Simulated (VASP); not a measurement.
# BaS (Fm-3m) in VASP: single point with PBEsol

Aim: the single point of BaS with PBEsol.

Everything below comes from runs of VASP 6.6.1. Logs are shortened: lines on timing, memory, paths and dates and some standing lists are left out, and cuts for length are marked.

### Step 1. The cell of the first run

Symmetry: Fm-3m, No. 225, cubic system. The conventional cell has a = 6.388 Å, b = 6.388 Å, c = 6.388 Å, α = 90.00°, β = 90.00°, γ = 90.00°. Within 4.2 Å of Ba (site symmetry m-3m) lie 6 S at 3.19 Å. Within 4.2 Å of S (site symmetry m-3m) lie 6 Ba at 3.19 Å.

### Step 2. Single point, PBEsol, non-collinear spin, zero start, spin-orbit coupling

INCAR

```
SYSTEM = BaS
ALGO = Normal
EDIFF = 1E-7
ENCUT = 520
GGA = PS
GGA_COMPAT = .FALSE.
ISIF = 2
ISMEAR = 0
LASPH = .TRUE.
LCHARG = .TRUE.
LORBIT = 11
LORBMOM = .TRUE.
LREAL = .FALSE.
LSORBIT = .TRUE.
LVHAR = .TRUE.
LWAVE = .FALSE.
MAGMOM = 0 0 0 0 0 0
NBANDS = 28
NELM = 150
PREC = Accurate
SIGMA = 0.05
```

KPOINTS

```
k-points
0
G
  8 8 8
  0 0 0
```

POSCAR

```
BaS
1.0
    0.0000000000      3.1937508250      3.1937508250
    3.1937508250      0.0000000000      3.1937508250
    3.1937508250      3.1937508250      0.0000000000
Ba S
1 1
Direct
    0.5000000000      0.5000000000      0.5000000000
    0.0000000000      0.0000000000      0.0000000000
```

Potentials or basis: VASP PAW PBE potentials, release 64 (Ba_sv, S).

Started as:

```bash
$ cat potpaw_PBE.64/Ba_sv/POTCAR potpaw_PBE.64/S/POTCAR > POTCAR
$ mpirun -np 1 vasp_ncl > vasp.out
```

OUTCAR:

```text
SYSTEM = BaS
   EDIFF = 1E-7
   ENCUT = 520
   GGA = PS
   ISIF = 2
   ISMEAR = 0
   LASPH = .TRUE.
   LORBIT = 11
   LREAL = .FALSE.
   LSORBIT = .TRUE.
   NELM = 150
   PREC = Accurate

 ion  position               nearest neighbor table
   1  0.500  0.500  0.500-   2 3.19   2 3.19   2 3.19   2 3.19   2 3.19   2 3.19
   2  0.000  0.000  0.000-   1 3.19   1 3.19   1 3.19   1 3.19   1 3.19   1 3.19

  LATTYP: Found a face centered cubic cell.
 ALAT       =     6.3875016500

  Lattice vectors:

 A1 = (   0.0000000000,   3.1937508250,   3.1937508250)
 A2 = (   3.1937508250,   0.0000000000,   3.1937508250)
 A3 = (   3.1937508250,   3.1937508250,   0.0000000000)

Analysis of symmetry for initial positions (statically):
=====================================================================
 Subroutine PRICEL returns:
 Original cell was already a primitive cell.

 Routine SETGRP: Setting up the symmetry group for a
 face centered cubic supercell.

 Subroutine GETGRP returns: Found 48 space group operations
 (whereof 48 operations were pure point group operations)
 out of a pool of 48 trial point group operations.

The static configuration has the point symmetry O_h .

Analysis of symmetry for dynamics (positions and initial velocities):
=====================================================================
 Subroutine PRICEL returns:
 Original cell was already a primitive cell.

 Routine SETGRP: Setting up the symmetry group for a
 face centered cubic supercell.

 Subroutine GETGRP returns: Found 48 space group operations
 (whereof 48 operations were pure point group operations)
 out of a pool of 48 trial point group operations.

The dynamic configuration has the point symmetry O_h .

Analysis of structural, dynamic, and magnetic symmetry:
=====================================================================
 Subroutine PRICEL returns:
 Original cell was already a primitive cell.

 Routine SETGRP: Setting up the symmetry group for a
 face centered cubic supercell.

 Subroutine GETGRP returns: Found 48 space group operations
 (whereof 48 operations were pure point group operations)
 out of a pool of 48 trial point group operations.

The overall configuration has the point symmetry O_h .

 Subroutine INISYM returns: Found 48 space group operations
 (whereof 48 operations are pure point group operations),
 and found     1 'primitive' translations

----------------------------------------------------------------------------------------

                                     Primitive cell

  volume of cell :      65.1528

  direct lattice vectors                    reciprocal lattice vectors
     0.000000000  3.193750825  3.193750825    -0.156555733  0.156555733  0.156555733
     3.193750825  0.000000000  3.193750825     0.156555733 -0.156555733  0.156555733
     3.193750825  3.193750825  0.000000000     0.156555733  0.156555733 -0.156555733

  length of vectors
     4.516645732  4.516645732  4.516645732     0.271162483  0.271162483  0.271162483

  position of ions in fractional coordinates (direct lattice)
     0.500000000  0.500000000  0.500000000
     0.000000000  0.000000000  0.000000000

  ion indices of the primitive-cell ions
   primitive index   ion index
                 1           1
                 2           2

----------------------------------------------------------------------------------------

 KPOINTS: k-points

Automatic generation of k-mesh.
 Grid dimensions read from file:
 generate k-points for:    8    8    8

 Generating k-lattice:

  Cartesian coordinates                     Fractional coordinates (reciprocal lattice)
    -0.019569467  0.019569467  0.019569467     0.125000000  0.000000000  0.000000000
     0.019569467 -0.019569467  0.019569467     0.000000000  0.125000000  0.000000000
     0.019569467  0.019569467 -0.019569467     0.000000000  0.000000000  0.125000000

  Length of vectors
     0.033895310  0.033895310  0.033895310

  Shift w.r.t. Gamma in fractional coordinates (k-lattice)
     0.000000000  0.000000000  0.000000000

 Subroutine IBZKPT returns following result:
 ===========================================

 Found     29 irreducible k-points:

 Following reciprocal coordinates:
            Coordinates               Weight
  0.000000  0.000000  0.000000      1.000000
  0.125000  0.000000  0.000000      8.000000
  0.250000  0.000000  0.000000      8.000000
  0.375000  0.000000  0.000000      8.000000
  0.500000  0.000000  0.000000      4.000000
  0.125000  0.125000  0.000000      6.000000
[... 16 lines left out ...]
  0.500000  0.250000  0.125000     48.000000
 -0.375000  0.250000  0.125000     24.000000
 [... further k-points ...]
   k-points           NKPTS =     29   k-points in BZ     NKDIM =     29   number of bands    NBANDS=     28
[... 22 lines left out ...]
   NFREE  =      0    steps in history (QN), initial steepest desc. (CG)
   ISIF   =      2    stress and relaxation
   ISYM   =      2    0-nonsym 1-usesym 2-fastsym
   POTIM  = 0.5000    time-step for ionic-motion
   TEBEG  =    0.0;   TEEND  =   0.0 temperature during run
   PSTRESS=    0.0 pullay stress
   NELECT =      16.0000    total number of electrons
   NUPDOWN=      -1.0000    fix difference up-down
   EMIN   =  10.00;   EMAX   =-10.00  energy-range for DOS
   EFERMI =   0.00;   METHOD = LEGACY
   ISMEAR =     0;   SIGMA  =   0.05  broadening in eV -4-tet -1-fermi 0-gaus
   EFERMI_NEDOS =   21; number of points for ismear=-14 and -15
   IALGO  =     38    algorithm
   IMIX   =      4    mixing-type and parameters
     AMIX     =   0.40;   BMIX     =  1.00
     AMIX_MAG =   1.60;   BMIX_MAG =  1.00
  volume/ion in A,a.u.               =      32.58       219.84
  Fermi-wavevector in a.u.,A,eV,Ry     =   1.025189  1.937326 14.299884  1.051012
  Thomas-Fermi vector in A             =   2.159016
   LORBIT       =     11    0 simple, 1 ext, 2 COOP (PROOUT), +10 PAW based schemes
   GGA     = PS    functional components
   LHFCALC =     F    Hartree Fock is set to
   AEXX    =    0.0000 exact exchange contribution
   IVDW    =     0    specifies the selected vdW correction
   LEPSILON=     F    determine dielectric tensor
   LRPA    =     F    only Hartree local field effects (RPA)
 Gauss-broadening in eV      SIGMA  =   0.05
  energy-cutoff  :      520.00
  volume of cell :       65.15
 maximum number of plane-waves:      3614
 NGX is ok and might be reduce to    36
   NGX = 17   NGY = 17   NGZ = 17

 number of electron      16.0000000 magnetization       0.0000000      0.0000000      0.0000000

 number of electron      16.0000001 magnetization      -0.0000000      0.0000000      0.0000000

 number of electron      16.0000001 magnetization       0.0000000     -0.0000000     -0.0000000

 Free energy of the ion-electron system (eV)
  ---------------------------------------------------
  ext. energy  EPLUGINS =         0.00000000
  ---------------------------------------------------
  free energy    TOTEN  =       -10.91464608 eV

  energy without entropy =      -10.91464608  energy(sigma->0) =      -10.91464608

 E-fermi :   1.6504     XC(G=0):  -8.8245

 val. band max:        1.3905660334   @ k =   0.0000   0.0000   0.0000
 cond. band min:       3.3215573876   @ k =   0.5000   0.5000   0.0000
 fundamental gap:      1.9309913541
 Fermi energy:         1.6503709190

 k-point     1 :       0.0000    0.0000    0.0000
  band No.  band energies     occupation
      1     -24.6954      1.00000
      2     -24.6954      1.00000
      3     -11.0784      1.00000
      4     -11.0784      1.00000
      5      -9.1161      1.00000
      6      -9.1161      1.00000
[... 733 lines left out ...]
     27      10.0402      0.00000
     28      10.0402      0.00000

 [... further k-points ...]
[... 5 lines left out ...]
  --------------------------------------------------------------------------------------
  -------------------------------------------------------------------------------------
  Total       -0.2231162     -0.2231162     -0.2231162      0.0000000      0.0000000     -0.0000000
  in kB       -5.4866669     -5.4866669     -5.4866669      0.0000000      0.0000000     -0.0000000
  external PRESSURE =      -5.4866669 kB  Pullay stress =       0.0000000 kB

 VOLUME and BASIS-vectors are now :
 -----------------------------------------------------------------------------
  energy-cutoff  :      520.00
  volume of cell :       65.15
      direct lattice vectors                 reciprocal lattice vectors
     0.000000000  3.193750825  3.193750825    -0.156555733  0.156555733  0.156555733
     3.193750825  0.000000000  3.193750825     0.156555733 -0.156555733  0.156555733
     3.193750825  3.193750825  0.000000000     0.156555733  0.156555733 -0.156555733

 POSITION                                       TOTAL-FORCE (eV/Angst)
 -----------------------------------------------------------------------------------
      3.19375      3.19375      3.19375         0.000000     -0.000000     -0.000000
      0.00000      0.00000      0.00000        -0.000000      0.000000      0.000000
 -----------------------------------------------------------------------------------
    total drift:                                0.000000      0.000000      0.000000

  FREE ENERGIE OF THE ION-ELECTRON SYSTEM (eV)
  ---------------------------------------------------
  free  energy   TOTEN  =       -10.9146460776 eV

  energy  without entropy=      -10.9146460776  energy(sigma->0) =      -10.91464608

 orbital moment (x)

 # of ion     p       d       tot
 ----------------------------------------
  1        -0.000   0.000   0.000
  2         0.000   0.000   0.000
 ----------------------------------------
            0.000   0.000   0.000

 orbital moment (y)

 # of ion     p       d       tot
 ----------------------------------------
  1        -0.000  -0.000  -0.000
  2        -0.000   0.000  -0.000
 ----------------------------------------
           -0.000  -0.000  -0.000

 orbital moment (z)

 # of ion     p       d       tot
 ----------------------------------------
  1         0.000   0.000   0.000
  2         0.000   0.000   0.000
 ----------------------------------------
            0.000   0.000   0.000

 Spin-Orbit-Coupling matrix elements

 Ion:    1  E_soc:     -0.3913785
 l=   1
     0.0000000    -0.0650262    -0.0650262
    -0.0650262     0.0000000    -0.0650262
    -0.0650262    -0.0650262     0.0000000
 l=   2
     0.0000000    -0.0000140     0.0000000    -0.0000140    -0.0001895
    -0.0000140     0.0000000    -0.0001421    -0.0000140    -0.0000474
     0.0000000    -0.0001421     0.0000000    -0.0001421     0.0000000
    -0.0000140    -0.0000140    -0.0001421     0.0000000    -0.0000474
    -0.0001895    -0.0000474     0.0000000    -0.0000474     0.0000000
 l=   3
     0.0000000     0.0000000     0.0000000     0.0000000     0.0000000     0.0000000     0.0000000
     0.0000000     0.0000000     0.0000000     0.0000000     0.0000000     0.0000000     0.0000000
     0.0000000     0.0000000     0.0000000     0.0000000     0.0000000     0.0000000     0.0000000
     0.0000000     0.0000000     0.0000000     0.0000000     0.0000000     0.0000000     0.0000000
     0.0000000     0.0000000     0.0000000     0.0000000     0.0000000     0.0000000     0.0000000
     0.0000000     0.0000000     0.0000000     0.0000000     0.0000000     0.0000000     0.0000000
     0.0000000     0.0000000     0.0000000     0.0000000     0.0000000     0.0000000     0.0000000

 Ion:    2  E_soc:     -0.0024266
 l=   1
     0.0000000    -0.0004044    -0.0004044
    -0.0004044     0.0000000    -0.0004044
    -0.0004044    -0.0004044     0.0000000
 l=   2
     0.0000000     0.0000000     0.0000000     0.0000000     0.0000000
     0.0000000     0.0000000     0.0000000     0.0000000     0.0000000
     0.0000000     0.0000000     0.0000000     0.0000000     0.0000000
     0.0000000     0.0000000     0.0000000     0.0000000     0.0000000
     0.0000000     0.0000000     0.0000000     0.0000000     0.0000000
 l=   3
     0.0000000     0.0000000     0.0000000     0.0000000     0.0000000     0.0000000     0.0000000
     0.0000000     0.0000000     0.0000000     0.0000000     0.0000000     0.0000000     0.0000000
     0.0000000     0.0000000     0.0000000     0.0000000     0.0000000     0.0000000     0.0000000
     0.0000000     0.0000000     0.0000000     0.0000000     0.0000000     0.0000000     0.0000000
     0.0000000     0.0000000     0.0000000     0.0000000     0.0000000     0.0000000     0.0000000
     0.0000000     0.0000000     0.0000000     0.0000000     0.0000000     0.0000000     0.0000000
     0.0000000     0.0000000     0.0000000     0.0000000     0.0000000     0.0000000     0.0000000

 total charge

# of ion       s       p       d       tot
------------------------------------------
    1        2.007   5.603   0.282   7.892
    2        1.317   2.401   0.000   3.718
--------------------------------------------------
tot          3.324   8.004   0.282  11.610

 magnetization (x)

# of ion       s       p       d       tot
------------------------------------------
    1        0.000   0.000   0.000   0.000
    2       -0.000   0.000   0.000   0.000
--------------------------------------------------
tot          0.000   0.000   0.000   0.000

 magnetization (y)

# of ion       s       p       d       tot
------------------------------------------
    1        0.000   0.000   0.000   0.000
    2        0.000   0.000   0.000   0.000
--------------------------------------------------
tot          0.000   0.000   0.000   0.000

 magnetization (z)

# of ion       s       p       d       tot
------------------------------------------
    1        0.000  -0.000   0.000   0.000
    2        0.000   0.000   0.000   0.000
--------------------------------------------------
tot          0.000  -0.000   0.000   0.000
```

Run time: 1.8 min. Hardware: 1 thread of Intel Xeon Platinum 8488C (Sapphire Rapids), shared host; peak memory 0.41 GiB.

Results:

- Free energy: -10.9146 eV
- Pressure: -0.5 GPa
- Net moment: 0.00 μB per cell
- Valence electrons inside the program's atomic spheres: Ba 7.89; S 3.72

Moments on the atoms (μB; x, y, z):
```
Ba  0.00 0.00 0.00
S   0.00 0.00 0.00
```

Caveat: the PAW data sets were made with another functional, which shifts forces and pressure a little.
